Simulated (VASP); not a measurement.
# NaF in VASP: further runs

NaF is run at these levels: r2SCAN; tasks: single point.

Program: VASP 6.6.1. These are calculated values, not measurements. Logs are shortened: lines on timing, memory, paths and dates and some standing lists are left out, and cuts for length are marked.

**1. The cell of the first run**

It takes space group I4/mmm (No. 139, tetragonal). The conventional cell has a = 3.249 Å, b = 3.249 Å, c = 4.533 Å, α = 90.00°, β = 90.00°, γ = 90.00°. Na (site symmetry 4/mmm) has 6 F at 2.27 to 2.30 Å within 3.0 Å. Within 3.0 Å of F (site symmetry 4/mmm) lie 6 Na at 2.27 to 2.30 Å.

**2. Single point, r2SCAN (uniaxial x strain -1.3%)**

POSCAR reads:

```
NaF
1.0
    0.0000000000      2.2971680881      2.2971680881
    2.2666157525      0.0000000000      2.2971680881
    2.2666157525      2.2971680881      0.0000000000
Na F
1 1
Direct
    0.0000000000      0.0000000000      0.0000000000
    0.5000000000      0.5000000000      0.5000000000
```

INCAR.step1 reads:

```
SYSTEM = NaF
PREC = Accurate ; ENCUT = 520
ISMEAR = 0 ; SIGMA = 0.01
LREAL = .False. ; LASPH = .True.
NELM = 60 ; NBANDS = 14
GGA = PE ; ALGO = Normal
EDIFF = 1E-4 ; LWAVE = .True.
LCHARG = .False.
```

INCAR.step2 reads:

```
SYSTEM = NaF
PREC = Accurate ; ENCUT = 520
EDIFF = 1E-7 ; ISMEAR = 0
SIGMA = 0.01 ; LREAL = .False.
LASPH = .True. ; NELM = 60
ALGO = Normal ; ISIF = 2
LWAVE = .False. ; LCHARG = .True.
METAGGA = R2SCAN ; LMIXTAU = .True.
LELF = .True. ; LVHAR = .True.
NBANDS = 14 ; ISTART = 1
```

KPOINTS reads:

```
regular mesh
0
Gamma
  10 10 10
  0 0 0
```

Potentials or basis: VASP PAW PBE potentials, release 64 (Na_pv, F).

Launch:

```sh
cat potpaw_PBE.64/Na_pv/POTCAR potpaw_PBE.64/F/POTCAR > POTCAR
cp INCAR.step1 INCAR
mpirun -np 1 vasp_std > vasp.out
cp INCAR.step2 INCAR
mpirun -np 1 vasp_std > vasp.out
```

OUTCAR:

```text
SYSTEM = NaF
   PREC = Accurate
   ENCUT = 520
   EDIFF = 1E-7
   ISMEAR = 0
   LREAL = .False.
   LASPH = .True.
   NELM = 60
   ISIF = 2
   METAGGA = R2SCAN
   ISTART = 1

 ion  position               nearest neighbor table
   1  0.000  0.000  0.000-   2 2.27   2 2.27   2 2.30   2 2.30   2 2.30   2 2.30
   2  0.500  0.500  0.500-   1 2.27   1 2.27   1 2.30   1 2.30   1 2.30   1 2.30

  LATTYP: Found a body centered tetragonal cell.
 ALAT       =     3.2486862652
 C/A-ratio  =     1.3954045220

  Lattice vectors:

 A1 = (  -2.2666157525,   0.0000000000,  -2.2971680881)
 A2 = (  -2.2666157525,   0.0000000000,   2.2971680881)
 A3 = (   2.2666157525,   2.2971680881,   0.0000000000)

Analysis of symmetry for initial positions (statically):
=====================================================================
 Subroutine PRICEL returns:
 Original cell was already a primitive cell.

 Routine SETGRP: Setting up the symmetry group for a
 body centered tetragonal supercell.

 Subroutine GETGRP returns: Found 16 space group operations
 (whereof 16 operations were pure point group operations)
 out of a pool of 16 trial point group operations.

The static configuration has the point symmetry D_4h.

Analysis of symmetry for dynamics (positions and initial velocities):
=====================================================================
 Subroutine PRICEL returns:
 Original cell was already a primitive cell.

 Routine SETGRP: Setting up the symmetry group for a
 body centered tetragonal supercell.

 Subroutine GETGRP returns: Found 16 space group operations
 (whereof 16 operations were pure point group operations)
 out of a pool of 16 trial point group operations.

The dynamic configuration has the point symmetry D_4h.

 Subroutine INISYM returns: Found 16 space group operations
 (whereof 16 operations are pure point group operations),
 and found     1 'primitive' translations

----------------------------------------------------------------------------------------

                                     Primitive cell

  volume of cell :      23.9218

  direct lattice vectors                    reciprocal lattice vectors
     0.000000000  2.297168088  2.297168088    -0.220593190  0.217659301  0.217659301
     2.266615752  0.000000000  2.297168088     0.220593190 -0.217659301  0.217659301
     2.266615752  2.297168088  0.000000000     0.220593190  0.217659301 -0.217659301

  length of vectors
     3.248686265  3.227154814  3.227154814     0.378698426  0.378698426  0.378698426

  position of ions in fractional coordinates (direct lattice)
     0.000000000  0.000000000  0.000000000
     0.500000000  0.500000000  0.500000000

  ion indices of the primitive-cell ions
   primitive index   ion index
                 1           1
                 2           2

----------------------------------------------------------------------------------------

 KPOINTS: regular mesh

Automatic generation of k-mesh.
 Grid dimensions read from file:
 generate k-points for:   10   10   10

 Generating k-lattice:

  Cartesian coordinates                     Fractional coordinates (reciprocal lattice)
    -0.022059319  0.021765930  0.021765930     0.100000000 -0.000000000 -0.000000000
     0.022059319 -0.021765930  0.021765930     0.000000000  0.100000000  0.000000000
     0.022059319  0.021765930 -0.021765930     0.000000000  0.000000000  0.100000000

  Length of vectors
     0.037869843  0.037869843  0.037869843

  Shift w.r.t. Gamma in fractional coordinates (k-lattice)
     0.000000000  0.000000000  0.000000000

 Subroutine IBZKPT returns following result:
 ===========================================

 Found    102 irreducible k-points:

 Following reciprocal coordinates:
            Coordinates               Weight
  0.000000  0.000000  0.000000      1.000000
  0.100000  0.000000  0.000000      8.000000
  0.200000  0.000000  0.000000      8.000000
  0.300000  0.000000  0.000000      8.000000
  0.400000 -0.000000 -0.000000      8.000000
  0.500000  0.000000  0.000000      4.000000
[... 16 lines left out ...]
  0.300000  0.300000  0.000000      4.000000
  0.400000  0.300000 -0.000000     16.000000
 [... further k-points ...]
   k-points           NKPTS =    102   k-points in BZ     NKDIM =    102   number of bands    NBANDS=     14
   number of dos      NEDOS =    301   number of ions     NIONS =      2
   total plane-waves  NPLWV =  13824
   dimension x,y,z NGX =    24 NGY =   24 NGZ =   24
   dimension x,y,z NGXF=    48 NGYF=   48 NGZF=   48
   ions per type =               1   1
   NGX,Y,Z   is equivalent  to a cutoff of  12.28, 12.36, 12.36 a.u.
   NGXF,Y,Z  is equivalent  to a cutoff of  24.56, 24.73, 24.73 a.u.
 SYSTEM =  NaF
   PREC   = accura    normal or accurate (medium, high low for compatibility)
   ISTART =      1    job   : 0-new  1-cont  2-samecut
   ICHARG =      0    charge: 1-file 2-atom 10-const
   ISPIN  =      1    spin polarized calculation?
   LNONCOLLINEAR =      F non collinear calculations
   LSORBIT =      F    spin-orbit coupling
   LASPH  =      T    aspherical Exc in radial PAW
   ENCUT  =  520.0 eV  38.22 Ry    6.18 a.u.   6.04  6.00  6.00*2*pi/ulx,y,z
   NELM   =     60;   NELMIN=  2; NELMDL=  0     # of ELM steps
   EDIFF  = 0.1E-06   stopping-criterion for ELM
   LREAL  =      F    real-space projection
   EDIFFG = 0.1E-05   stopping-criterion for IOM
   NSW    =      0    number of steps for IOM
   IBRION =     -1    ionic relax: 0-MD 1-quasi-New 2-CG
   NFREE  =      0    steps in history (QN), initial steepest desc. (CG)
   ISIF   =      2    stress and relaxation
   ISYM   =      2    0-nonsym 1-usesym 2-fastsym
   POTIM  = 0.5000    time-step for ionic-motion
   TEBEG  =    0.0;   TEEND  =   0.0 temperature during run
   PSTRESS=    0.0 pullay stress
   NELECT =      14.0000    total number of electrons
   NUPDOWN=      -1.0000    fix difference up-down
   EMIN   =  10.00;   EMAX   =-10.00  energy-range for DOS
   EFERMI =   0.00;   METHOD = LEGACY
   ISMEAR =     0;   SIGMA  =   0.01  broadening in eV -4-tet -1-fermi 0-gaus
   EFERMI_NEDOS =   21; number of points for ismear=-14 and -15
   IALGO  =     38    algorithm
   IMIX   =      4    mixing-type and parameters
     AMIX     =   0.40;   BMIX     =  1.00
     AMIX_MAG =   1.60;   BMIX_MAG =  1.00
  volume/ion in A,a.u.               =      11.96        80.72
  Fermi-wavevector in a.u.,A,eV,Ry     =   1.369366  2.587727 25.513163  1.875165
  Thomas-Fermi vector in A             =   2.495248
   LORBIT       =      0    0 simple, 1 ext, 2 COOP (PROOUT), +10 PAW based schemes
   METAGGA = R2SCAN    functional components
   LHFCALC =     F    Hartree Fock is set to
   AEXX    =    0.0000 exact exchange contribution
   IVDW    =     0    specifies the selected vdW correction
   LEPSILON=     F    determine dielectric tensor
   LRPA    =     F    only Hartree local field effects (RPA)
 non-spin polarized calculation
 Gauss-broadening in eV      SIGMA  =   0.01
  energy-cutoff  :      520.00
  volume of cell :       23.92
 maximum number of plane-waves:       658
   NGX = 13   NGY = 11   NGZ = 11

 number of electron      13.9999997 magnetization

 Free energy of the ion-electron system (eV)
  ---------------------------------------------------
  ext. energy  EPLUGINS =         0.00000000
  ---------------------------------------------------
  free energy    TOTEN  =       -12.60274554 eV

  energy without entropy =      -12.60274554  energy(sigma->0) =      -12.60274554

 E-fermi :  -2.5070     XC(G=0):  -9.9826

 val. band max:       -2.5543475303   @ k =   0.0000   0.0000   0.0000
 cond. band min:       4.8437876880   @ k =   0.0000   0.0000   0.0000
 fundamental gap:      7.3981352183
 Fermi energy:        -2.5070020013

 k-point     1 :       0.0000    0.0000    0.0000
  band No.  band energies     occupation
      1     -22.9181      2.00000
      2     -21.9379      2.00000
      3     -21.9376      2.00000
      4     -21.9338      2.00000
      5      -2.5562      2.00000
      6      -2.5561      2.00000
      7      -2.5543      2.00000
      8       4.8438      0.00000
      9      17.4830      0.00000
     10      17.4831      0.00000
     11      17.5787      0.00000
     12      20.2618      0.00000
     13      22.7055      0.00000
     14      23.1119      0.00000

 k-point     2 :       0.1000    0.0000    0.0000
  band No.  band energies     occupation
      1     -22.9702      2.00000
      2     -21.9389      2.00000
      3     -21.9365      2.00000
      4     -21.8701      2.00000
      5      -2.7519      2.00000
      6      -2.5846      2.00000
      7      -2.5825      2.00000
      8       5.2074      0.00000
      9      16.1794      0.00000
     10      17.6660      0.00000
     11      17.7356      0.00000
     12      21.8740      0.00000
     13      22.4190      0.00000
     14      22.8030      0.00000

 k-point     3 :       0.2000    0.0000    0.0000
  band No.  band energies     occupation
      1     -23.0834      2.00000
      2     -21.9424      2.00000
      3     -21.9391      2.00000
      4     -21.7205      2.00000
      5      -3.2121      2.00000
      6      -2.6585      2.00000
      7      -2.6537      2.00000
      8       6.1522      0.00000
      9      14.4263      0.00000
     10      18.1481      0.00000
     11      18.2421      0.00000
     12      21.9070      0.00000
     13      22.2434      0.00000
     14      23.5988      0.00000
[... 324 lines left out ...]
 k-point    23 :       0.3000    0.3000    0.0000
  band No.  band energies     occupation
      1     -22.9800      2.00000
      2     -21.9727      2.00000
      3     -21.9719      2.00000
      4     -21.7699      2.00000
      5      -3.6542      2.00000
      6      -2.8425      2.00000
      7      -2.8313      2.00000
      8       8.2079      0.00000
      9      12.6799      0.00000
     10      16.9438      0.00000
     11      18.6133      0.00000
     12      18.6809      0.00000
     13      25.0389      0.00000
     14      25.3567      0.00000

 k-point    24 :       0.4000    0.3000   -0.0000
  band No.  band energies     occupation
      1     -22.9417      2.00000
      2     -21.9889      2.00000
      3     -21.9779      2.00000
      4     -21.7888      2.00000
      5      -3.7731      2.00000
      6      -2.9516      2.00000
      7      -2.8911      2.00000
      8       9.2462      0.00000
      9      12.1643      0.00000
     10      15.7884      0.00000
     11      18.7543      0.00000
     12      18.8993      0.00000
     13      24.7675      0.00000
     14      25.7467      0.00000

 [... further k-points ...]
[... 5 lines left out ...]
  --------------------------------------------------------------------------------------
  -------------------------------------------------------------------------------------
  Total        0.1379382     -0.0856992     -0.0856992      0.0000000      0.0000000     -0.0000000
  in kB        9.2385024     -5.7397647     -5.7397647      0.0000000      0.0000000     -0.0000000
  external PRESSURE =      -0.7470090 kB  Pullay stress =       0.0000000 kB

 VOLUME and BASIS-vectors are now :
 -----------------------------------------------------------------------------
  energy-cutoff  :      520.00
  volume of cell :       23.92
      direct lattice vectors                 reciprocal lattice vectors
     0.000000000  2.297168088  2.297168088    -0.220593190  0.217659301  0.217659301
     2.266615752  0.000000000  2.297168088     0.220593190 -0.217659301  0.217659301
     2.266615752  2.297168088  0.000000000     0.220593190  0.217659301 -0.217659301

 POSITION                                       TOTAL-FORCE (eV/Angst)
 -----------------------------------------------------------------------------------
      0.00000      0.00000      0.00000        -0.000000     -0.000000      0.000000
      2.26662      2.29717      2.29717         0.000000      0.000000      0.000000
 -----------------------------------------------------------------------------------
    total drift:                                0.000000     -0.000000      0.000000

  FREE ENERGIE OF THE ION-ELECTRON SYSTEM (eV)
  ---------------------------------------------------
  free  energy   TOTEN  =       -12.6027455379 eV

  energy  without entropy=      -12.6027455379  energy(sigma->0) =      -12.60274554
```

Wall time 43 s (1 thread of Intel Xeon 6975P-C (Granite Rapids), shared host); peak memory 0.15 GiB.

Results:

```
Free energy            : -12.6027 eV
Pressure               : -0.1 GPa
Band gap on the k mesh : 7.40 eV, direct
```

Stress tensor (GPa, compression positive):
```
 0.92  0.00  0.00
 0.00 -0.57  0.00
 0.00  0.00 -0.57
```

Caveat: the cell differs from its parent crystal (uniaxial x strain -1.3%); the PAW data sets were made with another functional, which shifts forces and pressure a little. A k mesh can miss the band edges.

**3. Single point, r2SCAN (strain along [111] +2.5%)**

POSCAR reads:

```
NaF
1.0
    0.0388987130      2.3360668010      2.3360668010
    2.3360668010      0.0388987130      2.3360668010
    2.3360668010      2.3360668010      0.0388987130
Na F
1 1
Direct
    0.0000000000      0.0000000000      0.0000000000
    0.5000000000      0.5000000000      0.5000000000
```

INCAR.step1 reads:

```
SYSTEM = NaF
ALGO     = Normal         ! electronic algorithm
EDIFF    = 1E-4           ! SCF threshold, eV
ENCUT    = 520            ! plane-wave cutoff, eV
GGA      = PE             ! functional
ISMEAR   = 0              ! smearing method
LASPH    = .True.         ! aspherical terms in the spheres
LCHARG   = .False.        ! write CHGCAR
LREAL    = .False.        ! projectors in reciprocal space
LWAVE    = .True.         ! write WAVECAR
NBANDS   = 14             ! bands
NELM     = 60             ! most SCF steps
PREC     = Accurate       ! precision mode
SIGMA    = 0.01           ! smearing width, eV
```

INCAR.step2 reads:

```
SYSTEM = NaF
ALGO     = Normal         ! electronic algorithm
EDIFF    = 1E-6           ! SCF threshold, eV
ENCUT    = 520            ! plane-wave cutoff, eV
ISIF     = 2              ! what is computed and relaxed
ISMEAR   = 0              ! smearing method
ISTART   = 1            
LASPH    = .True.         ! aspherical terms in the spheres
LCHARG   = .False.        ! write CHGCAR
LMIXTAU  = .True.       
LREAL    = .False.        ! projectors in reciprocal space
LWAVE    = .False.        ! write WAVECAR
METAGGA  = R2SCAN         ! meta-GGA
NBANDS   = 14             ! bands
NELM     = 60             ! most SCF steps
PREC     = Accurate       ! precision mode
SIGMA    = 0.01           ! smearing width, eV
```

KPOINTS reads:

```
k-points
0
Gamma
  10 10 10
  0 0 0
```

Potentials or basis: VASP PAW PBE potentials, release 64 (Na_pv, F).

Launch:

```sh
cat potpaw_PBE.64/Na_pv/POTCAR potpaw_PBE.64/F/POTCAR > POTCAR
cp INCAR.step1 INCAR
mpirun -np 1 vasp_std > vasp.out
cp INCAR.step2 INCAR
mpirun -np 1 vasp_std > vasp.out
```

It took 83 s on 1 thread of Intel Xeon 6975P-C (Granite Rapids), shared host; peak memory 0.17 GiB.

It converged, with:

```yaml
Free_energy: -12.5968 eV
Pressure: -1.9 GPa
Band_gap_on_the_k_mesh: 7.15 eV, direct
```

Stress tensor (GPa, compression positive):
```
-1.87 -0.55 -0.55
-0.55 -1.87 -0.55
-0.55 -0.55 -1.87
```

Levels at points of the mesh, in eV from the valence-band top:
| k point | band 5 | band 6 | band 7 | band 8 | band 9 | band 10 |
| --- | --- | --- | --- | --- | --- | --- |
| (0.00, 0.00, 0.00) | -0.07 | 0.00 | 0.00 | 7.15 | 19.36 | 19.97 |
| (0.50, 0.00, 0.00) | -1.57 | -0.33 | -0.28 | 11.60 | 13.47 | 21.14 |
| (0.50, 0.50, 0.00) | -1.29 | -0.46 | -0.39 | 13.88 | 14.04 | 14.83 |
| (0.50, 0.50, 0.50) | -1.59 | -0.24 | -0.24 | 11.60 | 13.17 | 21.68 |

Caveat: the cell differs from its parent crystal (strain along [111] +2.5%); the PAW data sets were made with another functional, which shifts forces and pressure a little.
